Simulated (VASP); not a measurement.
# H6C2O in VASP: a series of runs

H6C2O is run at these levels: PBE+D3(BJ); tasks: single point.

Everything below comes from runs of VASP 6.6.1. Logs are shortened: lines on timing, memory, paths and dates and some standing lists are left out, and cuts for length are marked.

## (1) The cell of the first run

The cell holds an amorphous packing of atoms, 36 atoms: a = 5.837 Å, b = 5.837 Å, c = 5.837 Å, α = 90.00°, β = 90.00°, γ = 90.00°.

## (2) Single point, PBE+D3(BJ)

INCAR reads:

```
SYSTEM = H6C2O
PREC     = Accurate       ! precision mode
ENCUT    = 520            ! plane-wave cutoff, eV
EDIFF    = 1E-6           ! SCF threshold, eV
ISMEAR   = -1             ! smearing method
SIGMA    = 0.02           ! smearing width, eV
LREAL    = Auto         
LASPH    = .TRUE.         ! aspherical terms in the spheres
NELM     = 120            ! most SCF steps
ALGO     = Normal         ! electronic algorithm
ISIF     = 2              ! what is computed and relaxed
LWAVE    = .FALSE.        ! write WAVECAR
LCHARG   = .FALSE.        ! write CHGCAR
GGA      = PE             ! functional
IVDW     = 12             ! dispersion correction
NBANDS   = 64             ! bands
GGA_COMPAT= .FALSE.
```

KPOINTS reads:

```
regular mesh
0
G
  1 1 1
  0 0 0
```

POSCAR reads:

```
H6C2O
1.0
    5.8370010000      0.0000000000      0.0000000000
    0.0000000000      5.8370010000      0.0000000000
    0.0000000000      0.0000000000      5.8370010000
C O H
8 4 24
Direct
    0.8480724948     -0.0575466751      0.4377590478
    0.7806234743     -0.0019016615      0.6703785043
    0.6869109668      0.6098337143      0.1153331994
    0.6566899680      0.4910740978      0.3392152922
    0.3711666316      0.0965393016      0.0089772128
    0.2199759774      0.2686996285      0.0939694888
    0.3017302892      0.7830733625      0.4888126625
    0.2474215783      0.6421619595      0.6758093754
    0.7441835285      0.2218262426      0.6976356523
    0.8707896401      0.3902860390      0.3477128066
   -0.0074524572      0.2142881250      0.0052424182
    0.0228028058      0.5707554273      0.6963850100
    0.8486721178      0.2646050600      0.8266059917
    0.6367482205     -0.1175775026      0.6944490844
    0.9086515490     -0.0616583756      0.7937637838
    0.8996058078     -0.2215692613      0.4006852149
    0.7101934709      0.0051738898      0.3160527127
    0.9868423870      0.0504539917      0.3805550145
    0.8514817798      0.3488092601      0.5242589474
    0.6591569883      0.5602877231      0.5041630111
    0.5097480710      0.3629603627      0.3397292548
    0.5691107471      0.7449030761      0.0877334097
    0.8625833712      0.6604247626      0.1076408930
    0.7012847865      0.5044199924     -0.0438238746
   -0.1112214988      0.2810518621      0.1798868974
    0.2121637464      0.2438581045      0.2893095273
    0.2645536638      0.4422819184      0.0289189603
    0.5334417452      0.0913140155      0.1019016444
    0.2822168439     -0.0683056248      0.0254582790
    0.3837073182      0.1159499544     -0.1773342167
    0.0369710404      0.4646392899      0.8235222163
    0.3660098739      0.4706012557      0.6788588866
    0.3169093170      0.7552508557      0.8108273410
    0.4887783984      0.7962308041      0.4535548306
    0.2130032186      0.7380502419      0.3324823826
    0.2470618045      0.9542400284      0.5158984897
```

Potentials or basis: VASP PAW PBE potentials, release 64 (C, O, H).

Run with:

```
> cat potpaw_PBE.64/C/POTCAR potpaw_PBE.64/O/POTCAR potpaw_PBE.64/H/POTCAR > POTCAR
> mpirun -np 1 vasp_gam > vasp.out
```

OUTCAR:

```text
SYSTEM = H6C2O
   PREC = Accurate
   ENCUT = 520
   EDIFF = 1E-6
   ISMEAR = -1
   LREAL = Auto
   LASPH = .TRUE.
   NELM = 120
   ISIF = 2
   GGA = PE
   IVDW = 12
 IVDW          = 12

 ion  position               nearest neighbor table
   1  0.848  0.942  0.438-  16 1.03  18 1.08  17 1.13   2 1.45
   2  0.781  0.998  0.670-  14 1.09  15 1.09   9 1.33   1 1.45
   3  0.687  0.610  0.115-  22 1.06  23 1.07  24 1.12   4 1.49
   4  0.657  0.491  0.339-  20 1.04  21 1.14  10 1.38   3 1.49
   5  0.371  0.097  0.009-  28 1.09  30 1.10  29 1.10   6 1.43
   6  0.220  0.269  0.094-  27 1.11  26 1.15   5 1.43  11 1.46
   7  0.302  0.783  0.489-  36 1.06  35 1.08  34 1.11   8 1.40
   8  0.247  0.642  0.676-  33 1.11  32 1.22  12 1.38   7 1.40
   9  0.744  0.222  0.698-  13 1.00   2 1.33  19 1.40
  10  0.871  0.390  0.348-  19 1.06  25 1.17   4 1.38
  11  0.993  0.214  0.005-  25 1.25  13 1.37   6 1.46
  12  0.023  0.571  0.696-  31 0.97   8 1.38
  13  0.849  0.265  0.827-   9 1.00  11 1.37
  14  0.637  0.882  0.694-   2 1.09
  15  0.909  0.938  0.794-   2 1.09
  16  0.900  0.778  0.401-   1 1.03
  17  0.710  0.005  0.316-   1 1.13
  18  0.987  0.050  0.381-   1 1.08
  19  0.851  0.349  0.524-  10 1.06   9 1.40
  20  0.659  0.560  0.504-   4 1.04
  21  0.510  0.363  0.340-   4 1.14
  22  0.569  0.745  0.088-   3 1.06
  23  0.863  0.660  0.108-   3 1.07
  24  0.701  0.504  0.956-   3 1.12
  25  0.889  0.281  0.180-  10 1.17  11 1.25
  26  0.212  0.244  0.289-   6 1.15
  27  0.265  0.442  0.029-   6 1.11
  28  0.533  0.091  0.102-   5 1.09
  29  0.282  0.932  0.025-   5 1.10
  30  0.384  0.116  0.823-   5 1.10
  31  0.037  0.465  0.824-  12 0.97
  32  0.366  0.471  0.679-   8 1.22
  33  0.317  0.755  0.811-   8 1.11
  34  0.489  0.796  0.454-   7 1.11
  35  0.213  0.738  0.332-   7 1.08
  36  0.247  0.954  0.516-   7 1.06

  LATTYP: Found a simple cubic cell.
 ALAT       =     5.8370010000

  Lattice vectors:

 A1 = (   5.8370010000,   0.0000000000,   0.0000000000)
 A2 = (   0.0000000000,   5.8370010000,   0.0000000000)
 A3 = (   0.0000000000,   0.0000000000,   5.8370010000)

Analysis of symmetry for initial positions (statically):
=====================================================================
 Subroutine PRICEL returns:
 Original cell was already a primitive cell.

 Routine SETGRP: Setting up the symmetry group for a
 simple cubic supercell.

 Subroutine GETGRP returns: Found  1 space group operations
 (whereof  1 operations were pure point group operations)
 out of a pool of 48 trial point group operations.

The static configuration has the point symmetry C_1 .

Analysis of symmetry for dynamics (positions and initial velocities):
=====================================================================
 Subroutine PRICEL returns:
 Original cell was already a primitive cell.

 Routine SETGRP: Setting up the symmetry group for a
 simple cubic supercell.

 Subroutine GETGRP returns: Found  1 space group operations
 (whereof  1 operations were pure point group operations)
 out of a pool of 48 trial point group operations.

The dynamic configuration has the point symmetry C_1 .

 Subroutine INISYM returns: Found  1 space group operations
 (whereof  1 operations are pure point group operations),
 and found     1 'primitive' translations

----------------------------------------------------------------------------------------

                                     Primitive cell

  volume of cell :     198.8700

  direct lattice vectors                    reciprocal lattice vectors
     5.837001000  0.000000000  0.000000000     0.171320855  0.000000000  0.000000000
     0.000000000  5.837001000  0.000000000     0.000000000  0.171320855  0.000000000
     0.000000000  0.000000000  5.837001000     0.000000000  0.000000000  0.171320855

  length of vectors
     5.837001000  5.837001000  5.837001000     0.171320855  0.171320855  0.171320855

  position of ions in fractional coordinates (direct lattice)
     0.848072495  0.942453325  0.437759048
     0.780623474  0.998098339  0.670378504
     0.686910967  0.609833714  0.115333199
     0.656689968  0.491074098  0.339215292
     0.371166632  0.096539302  0.008977213
     0.219975977  0.268699629  0.093969489
[... 28 lines left out ...]
     0.213003219  0.738050242  0.332482383
     0.247061804  0.954240028  0.515898490

  ion indices of the primitive-cell ions
   primitive index   ion index
                 1           1
                 2           2
                 3           3
                 4           4
                 5           5
                 6           6
[... 28 lines left out ...]
                35          35
                36          36

----------------------------------------------------------------------------------------

 KPOINTS: regular mesh

Automatic generation of k-mesh.
 Grid dimensions read from file:
 generate k-points for:    1    1    1

 Generating k-lattice:

  Cartesian coordinates                     Fractional coordinates (reciprocal lattice)
     0.171320855  0.000000000  0.000000000     1.000000000  0.000000000  0.000000000
     0.000000000  0.171320855  0.000000000     0.000000000  1.000000000  0.000000000
     0.000000000  0.000000000  0.171320855     0.000000000  0.000000000  1.000000000

  Length of vectors
     0.171320855  0.171320855  0.171320855

  Shift w.r.t. Gamma in fractional coordinates (k-lattice)
     0.000000000  0.000000000  0.000000000

 Subroutine IBZKPT returns following result:
 ===========================================

 Found      1 irreducible k-points:

 Following reciprocal coordinates:
            Coordinates               Weight
  0.000000  0.000000  0.000000      1.000000
   k-points           NKPTS =      1   k-points in BZ     NKDIM =      1   number of bands    NBANDS=     64
   number of dos      NEDOS =    301   number of ions     NIONS =     36
   total plane-waves  NPLWV = 110592
   dimension x,y,z NGX =    48 NGY =   48 NGZ =   48
   dimension x,y,z NGXF=    96 NGYF=   96 NGZF=   96
   ions per type =               8   4  24
   NGX,Y,Z   is equivalent  to a cutoff of  13.67, 13.67, 13.67 a.u.
   NGXF,Y,Z  is equivalent  to a cutoff of  27.34, 27.34, 27.34 a.u.
 SYSTEM =  H6C2O
   PREC   = accura    normal or accurate (medium, high low for compatibility)
   ISTART =      0    job   : 0-new  1-cont  2-samecut
   ICHARG =      2    charge: 1-file 2-atom 10-const
   ISPIN  =      1    spin polarized calculation?
   LNONCOLLINEAR =      F non collinear calculations
   LSORBIT =      F    spin-orbit coupling
   LASPH  =      T    aspherical Exc in radial PAW
   ENCUT  =  520.0 eV  38.22 Ry    6.18 a.u.  10.85 10.85 10.85*2*pi/ulx,y,z
   NELM   =    120;   NELMIN=  2; NELMDL= -5     # of ELM steps
   EDIFF  = 0.1E-05   stopping-criterion for ELM
   LREAL  =      T    real-space projection
   EDIFFG = 0.1E-04   stopping-criterion for IOM
   NSW    =      0    number of steps for IOM
   IBRION =     -1    ionic relax: 0-MD 1-quasi-New 2-CG
   NFREE  =      0    steps in history (QN), initial steepest desc. (CG)
   ISIF   =      2    stress and relaxation
   ISYM   =      2    0-nonsym 1-usesym 2-fastsym
   POTIM  = 0.5000    time-step for ionic-motion
   TEBEG  =    0.0;   TEEND  =   0.0 temperature during run
   PSTRESS=    0.0 pullay stress
   NELECT =      80.0000    total number of electrons
   NUPDOWN=      -1.0000    fix difference up-down
   EMIN   =  10.00;   EMAX   =-10.00  energy-range for DOS
   EFERMI =   0.00;   METHOD = LEGACY
   ISMEAR =    -1;   SIGMA  =   0.02  broadening in eV -4-tet -1-fermi 0-gaus
   EFERMI_NEDOS =   21; number of points for ismear=-14 and -15
   IALGO  =     38    algorithm
   IMIX   =      4    mixing-type and parameters
     AMIX     =   0.40;   BMIX     =  1.00
     AMIX_MAG =   1.60;   BMIX_MAG =  1.00
  volume/ion in A,a.u.               =       5.52        37.28
  Fermi-wavevector in a.u.,A,eV,Ry     =   1.208505  2.283743 19.871090  1.460484
  Thomas-Fermi vector in A             =   2.344111
   LORBIT       =      0    0 simple, 1 ext, 2 COOP (PROOUT), +10 PAW based schemes
   GGA     = PE    functional components
   LHFCALC =     F    Hartree Fock is set to
   AEXX    =    0.0000 exact exchange contribution
   IVDW    =    12    specifies the selected vdW correction
   LEPSILON=     F    determine dielectric tensor
   LRPA    =     F    only Hartree local field effects (RPA)
 non-spin polarized calculation
  energy-cutoff  :      520.00
  volume of cell :      198.87
 maximum number of plane-waves:      2689
 NGX is ok and might be reduce to    42
   NGX = 21   NGY = 21   NGZ = 21

 number of electron      80.0000007 magnetization

 Free energy of the ion-electron system (eV)
  ---------------------------------------------------
  ext. energy  EPLUGINS =         0.00000000
  ---------------------------------------------------
  free energy    TOTEN  =      -180.49591465 eV

  energy without entropy =     -180.49591465  energy(sigma->0) =     -180.49591465

 E-fermi :   1.1005     XC(G=0):  -9.5454

 val. band max:        0.5722836054   @ k =   0.0000   0.0000   0.0000
 cond. band min:       6.2633337638   @ k =   0.0000   0.0000   0.0000
 fundamental gap:      5.6910501584
 Fermi energy:         1.1005266244

 k-point     1 :       0.0000    0.0000    0.0000
  band No.  band energies     occupation
      1     -21.2631      2.00000
      2     -20.1675      2.00000
      3     -20.0035      2.00000
      4     -18.2967      2.00000
      5     -13.6411      2.00000
      6     -12.6694      2.00000
[... 44 lines left out ...]
     51       9.7079      0.00000
     52       9.9636      0.00000
 [bands above 52 left out]

------------------------ aborting loop because EDIFF is reached ----------------------------------------

 Edisp (eV)   -2.67137

 E8    (eV) :    -0.5994

  FORCE on cell =-STRESS in cart. coord.  units (eV):
  Direction    XX          YY          ZZ          XY          YZ          ZX
  --------------------------------------------------------------------------------------
  -------------------------------------------------------------------------------------
  Total      21.78810    30.02771    20.83129    -6.28120     1.72701     0.15964
  in kB     175.53374   241.91535   167.82534   -50.60385    13.91351     1.28609
  external pressure =      195.09 kB  Pullay stress =        0.00 kB

 VOLUME and BASIS-vectors are now :
 -----------------------------------------------------------------------------
  energy-cutoff  :      520.00
  volume of cell :      198.87
      direct lattice vectors                 reciprocal lattice vectors
     5.837001000  0.000000000  0.000000000     0.171320855  0.000000000  0.000000000
     0.000000000  5.837001000  0.000000000     0.000000000  0.171320855  0.000000000
     0.000000000  0.000000000  5.837001000     0.000000000  0.000000000  0.171320855

 POSITION                                       TOTAL-FORCE (eV/Angst)
 -----------------------------------------------------------------------------------
      4.95020      5.50110      2.55520        -0.570719      2.995209     -2.211980
      4.55650      5.82590      3.91300         1.070901     -3.956854      0.100156
      4.00950      3.55960      0.67320        -0.650788      0.137341     -1.245100
      3.83310      2.86640      1.98000        -1.164070     -1.684421     -2.875428
      2.16650      0.56350      0.05240         0.879478     -1.776874     -1.041098
      1.28400      1.56840      0.54850        -2.228658      0.455216      0.888968
[... 28 lines left out ...]
      1.24330      4.30800      1.94070         0.135817     -0.495322     -0.633541
      1.44210      5.56990      3.01130        -0.350904      1.445461      0.458457
 -----------------------------------------------------------------------------------
    total drift:                               -0.009055      0.000611     -0.018976

  FREE ENERGIE OF THE ION-ELECTRON SYSTEM (eV)
  ---------------------------------------------------
  free  energy   TOTEN  =      -183.1672854128 eV

  energy  without entropy=     -183.1672854128  energy(sigma->0) =     -183.16728541
```

Wall time 58 s (1 thread of Intel Xeon Platinum 8175M at 2.50GHz (Skylake/Cascade Lake), shared host); peak memory 0.31 GiB.

Results:

```yaml
Free_energy: -183.1673 eV
Pressure: 19.5 GPa
Largest_force: 4.611 eV/Å
Band_gap_on_the_k_mesh: 5.69 eV
Dispersion_energy_per_atom: -0.074 eV
```

Forces in eV/Å, atoms in the order of the input:
```
C   -0.571  2.995 -2.212
C    1.071 -3.957  0.100
C   -0.651  0.137 -1.245
C   -1.164 -1.684 -2.875
C    0.879 -1.777 -1.041
C   -2.229  0.455  0.889
C    1.557  0.928 -3.843
C    3.101 -2.742  2.033
O   -1.784  2.930  0.016
O    0.612 -1.326  1.107
O    0.919  1.059  2.077
O   -0.317  0.627  0.753
H    0.253 -0.316  0.705
H   -0.775  0.309  1.026
H    0.070  0.018 -0.008
H    0.183 -1.651  0.047
H    0.479 -0.735  0.602
H    0.229 -0.141  0.147
H    0.929 -1.528 -0.629
H   -0.909  2.038  1.089
H    0.925  0.706  0.111
H   -0.370  0.856 -0.492
H    0.633  1.312  0.207
H   -1.392 -0.223  0.940
H    1.182 -0.345 -0.646
H    0.123  0.979 -1.254
H    0.228 -0.119  1.066
H    0.034 -0.124 -0.585
H    0.105  0.144  0.621
H    0.610  0.135 -0.062
H   -0.587 -0.412  0.534
H   -1.157  1.840 -0.085
H   -0.570 -1.029  0.834
H   -1.434 -0.310  0.247
H    0.136 -0.495 -0.634
H   -0.351  1.445  0.458
```

Stress tensor (GPa, compression positive):
```
17.55 -5.06  0.13
-5.06 24.19  1.39
 0.13  1.39 16.78
```

Caveat: the k points lie up to 1.08 Å⁻¹ apart.

(Part 1 of 3 ends here.)
